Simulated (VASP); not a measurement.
A run of VASP 6.6.1 is set up as follows.

Contents of INCAR:

```
PREC = Accurate
ENCUT = 520
EDIFF = 1E-6
ISMEAR = -1
SIGMA = 0.05
LREAL = Auto
LASPH = T
NELM = 120
ALGO = Normal
ISIF = 2
LWAVE = F
LCHARG = T
GGA = PS
LELF = T
LVHAR = T
NBANDS = 177
ISYM = 0
GGA_COMPAT = F
```

Contents of KPOINTS:

```
Automatic mesh
0
Gamma
  1 1 1
  0.25 0.25 0.25
```

File POSCAR:

```
Ba7Ti8O23
1.0
    7.9404200000      0.0000000000      0.0000000000
    0.0000000000      7.9404200000      0.0000000000
    0.0000000000      0.0000000000      7.9404200000
Ba Ti O
7 8 23
Direct
    0.0004040000      0.9988200000      0.0014440000
    0.0040710000      0.9968180000      0.5017120000
    0.0015530000      0.4998860000      0.0059500000
    0.0080310000      0.4971740000      0.4984580000
    0.5013570000      0.0011810000      0.9993960000
    0.4971130000      0.0007350000      0.5043400000
    0.5019230000      0.4979100000      0.9982690000
    0.2471300000      0.2522390000      0.2489250000
    0.2504000000      0.2544680000      0.7513930000
    0.2497340000      0.7479840000      0.2496120000
    0.2486980000      0.7483360000      0.7524790000
    0.7530560000      0.2463380000      0.2511040000
    0.7509190000      0.2466050000      0.7490150000
    0.7508890000      0.7549210000      0.2493540000
    0.7515640000      0.7477410000      0.7516280000
    0.2471960000      0.2500850000      0.9995580000
    0.2507550000      0.7511720000      0.9986190000
    0.2546740000      0.7466510000      0.4983050000
    0.7466510000      0.2442930000      0.0035040000
    0.7469800000      0.2486170000      0.5025000000
    0.7486590000      0.7481280000      0.0012500000
    0.7506930000      0.7496920000      0.4958580000
    0.0033420000      0.2499990000      0.2526250000
    0.9986590000      0.2528900000      0.7520700000
    0.0007510000      0.7482970000      0.2535260000
    0.9988230000      0.7482560000      0.7494790000
    0.5022350000      0.2546440000      0.2507120000
    0.4989310000      0.2504220000      0.7520120000
    0.4971970000      0.7516840000      0.2494090000
    0.4974430000      0.7460150000      0.7498310000
    0.2539690000      0.0029960000      0.2507720000
    0.2517000000      0.9995920000      0.7447210000
    0.2533160000      0.5011580000      0.2475470000
    0.2500300000      0.4984410000      0.7522560000
    0.7535440000      0.9974430000      0.2520160000
    0.7525220000      0.0015440000      0.7474000000
    0.7514330000      0.4992890000      0.2516300000
    0.7525050000      0.4969120000      0.7519230000
```

Potentials or basis: VASP PAW PBE potentials, release 64 (Ba_sv, Ti_sv, O).

Launch:

```sh
$ cat potpaw_PBE.64/Ba_sv/POTCAR potpaw_PBE.64/Ti_sv/POTCAR potpaw_PBE.64/O/POTCAR > POTCAR
$ mpirun -np 1 vasp_std > vasp.out
```

(1) Estimate the pressure.

(2) What does it give for the band gap on the k mesh?

(3) Estimate the largest force.

Results:

(1) -1.1 GPa.

(2) 0.89 eV.

(3) 4.527 eV/Å.

Caveat: the PAW data sets were made with another functional, which shifts forces and pressure a little; spin-orbit coupling is left out, which moves the levels of the heavy elements.
